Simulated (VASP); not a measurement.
## ZrO2: single point with r2SCAN+rVV10

Crystal: ZrO2.

```
Zr O
1.0
     3.59389    0.00000    0.00000
     0.00000    3.59389    0.00000
     0.00000    0.00000    5.20269
Zr O
2 4
Cartesian
  0.0000 0.0000 0.0000
  1.7969 1.7969 2.6013
  0.0000 1.7969 1.5641
  0.0000 1.7969 4.1654
  1.7969 0.0000 3.6386
  1.7969 0.0000 1.0373
```

| Item | Value |
| --- | --- |
| Program | VASP 6.6.1 |
| Task | single point |
| Functional | r2SCAN |
| Dispersion | rVV10 |
| Potentials or basis | VASP PAW PBE potentials, release 64 (Zr_sv, O) |
| Cutoff | 660 eV |
| k mesh | 8 × 8 × 6 |
| Occupations | fermi-dirac, width 0.03 eV |
| Spin | no spin polarisation |
| Dipole correction | no |
| Further INCAR settings | ALGO = Normal; EDIFF = 1e-06; NBANDS = 33 |

- Pressure: 0.3 GPa
- Largest force: 0.026 eV/Å
- Band gap on the k mesh: 4.59 eV (least direct gap 4.69 eV)

Forces in eV/Å, atoms in the order of the input:
```
Zr   0.000  0.000  0.000
Zr   0.000  0.000  0.000
O    0.000  0.000 -0.026
O    0.000  0.000 -0.026
O    0.000  0.000  0.026
O    0.000  0.000  0.026
```

Stress tensor (GPa, compression positive):
```
0.30 0.00 0.00
0.00 0.30 0.00
0.00 0.00 0.17
```

Levels at points of the mesh, in eV from the valence-band top:
| k point | band 22 | band 23 | band 24 | band 25 | band 26 | band 27 |
| --- | --- | --- | --- | --- | --- | --- |
| (0.00, 0.00, 0.00) | -0.14 | -0.11 | -0.11 | 4.59 | 5.07 | 5.79 |
| (0.50, 0.00, 0.00) | -1.46 | -0.11 | -0.11 | 4.96 | 4.96 | 5.94 |
| (0.50, 0.50, 0.00) | -0.83 | -0.37 | -0.37 | 5.68 | 5.68 | 5.94 |
| (0.00, 0.00, 0.50) | -0.53 | -0.02 | -0.02 | 5.15 | 5.15 | 5.74 |
| (0.50, 0.00, 0.50) | -1.31 | -0.88 | -0.88 | 5.08 | 5.08 | 5.39 |
| (0.50, 0.50, 0.50) | -1.43 | -0.05 | -0.05 | 5.71 | 5.71 | 6.18 |

Wall time 19 min on 1 thread of Intel Xeon 8259CL (shared host), peak memory 0.48 GiB.

Caveat: the PAW data sets were made with another functional, which shifts forces and pressure a little. A k mesh can miss the band edges.
